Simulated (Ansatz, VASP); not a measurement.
**One calculation of Ti, two programs**

```
Ti
1.0
     0.00000    2.03000    2.05030
     2.03000    0.00000    2.05030
     2.03000    2.03000    0.00000
Ti
1
Direct
  0.00000 0.00000 0.00000
```

Change from the starting cell: zz strain of +1 %.

Alike in both runs: task single point; functional PBE; k mesh 15 × 15 × 15; occupations fermi-dirac, width 0.05 eV; no spin polarisation.

|  | VASP | Ansatz |
| --- | --- | --- |
| version | VASP 6.6.1 | Ansatz 0.2.0 |
| potentials or method | VASP PAW PBE potentials, release 64 (Ti_sv), cutoff 520 eV | all-electron LAPW, scalar-relativistic |

Ansatz gave:

| Property | Result |
| --- | --- |
| pressure (GPa) | 3.3 |
| traceless stress, the component that is largest in VASP (GPa) | -0.25 |

**Question.** What did VASP give for the same quantities?

**Answer.** Pressure (GPa): 3.0; traceless stress, the component that is largest in VASP (GPa): -0.25.

Ansatz ran all-electron here, and VASP with PAW potentials.
